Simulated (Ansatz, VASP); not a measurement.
**Na in VASP and in Ansatz**

INCAR

```
PREC = Accurate
ENCUT = 400
EDIFF = 1E-6
ISMEAR = 0
SIGMA = 0.005
LREAL = False
LASPH = True
NELM = 200
ALGO = Normal
ISIF = 2
LWAVE = False
LCHARG = False
ISPIN = 2
MAGMOM = 1
LORBIT = 11
GGA = PE
IVDW = 12
ISYM = 0
NBANDS = 14
GGA_COMPAT = False
NELMDL = -8
```

File KPOINTS:

```
Automatic mesh
0
Gamma
  1 1 1
```

The input POSCAR:

```
Na
1.0
   15.0000000000      0.0000000000      0.0000000000
    0.0000000000     15.5000000000      0.0000000000
    0.0000000000      0.0000000000     16.0000000000
Na
1
Direct
    0.5000000000      0.5000000000      0.5000000000
```

Input for Ansatz:

```yaml
crystal:
  lattice:
    - [15.0, 0.0, 0.0]
    - [0.0, 15.5, 0.0]
    - [0.0, 0.0, 16.0]
  atoms:
    - { symbol: Na, position: [0.5, 0.5, 0.5], spin: 1.0 }
  symmetry: { detect: false }
basis:
  ecutwfc: 420
kpoints:
  mp_grid: { grid: [1, 1, 1] }
hamiltonian:
  xc: pbe
  dispersion: d3bj
scf:
  occupations: { method: gaussian, width: 0.005 }
output:
  forces: true
  eigenvalues: true
  populations: true
magnetization:
  spin_polarized: true
```

Alike in both runs: task single point; functional PBE; dispersion D3(BJ); k mesh 1 × 1 × 1; occupations gaussian, width 0.005 eV; collinear spin.

|  | VASP | Ansatz |
| --- | --- | --- |
| version | VASP 6.6.1 | Ansatz 0.2.0 |
| potentials or method | VASP PAW PBE potentials, release 64 (Na_pv), cutoff 400 eV | scalar-relativistic, plane waves, PAW |
| valence electrons in the cell | 7 | 9 |

|  | VASP | Ansatz | Ansatz less VASP |
| --- | --- | --- | --- |
| gap on the k mesh at the Fermi level (eV) | 1.64 | 1.63 | -0.016 |
| net moment per atom (μB) | 1.00 | 1.00 | 0.000 |
| size of the moment on the site where the two differ most (μB) | 0.11 | 1.00 | +0.886 |

Site moments also hang on the region over which each program counts them. VASP's potentials hold 7 valence electrons a cell and Ansatz's 9, so a difference there can come from the potentials and not from the codes.
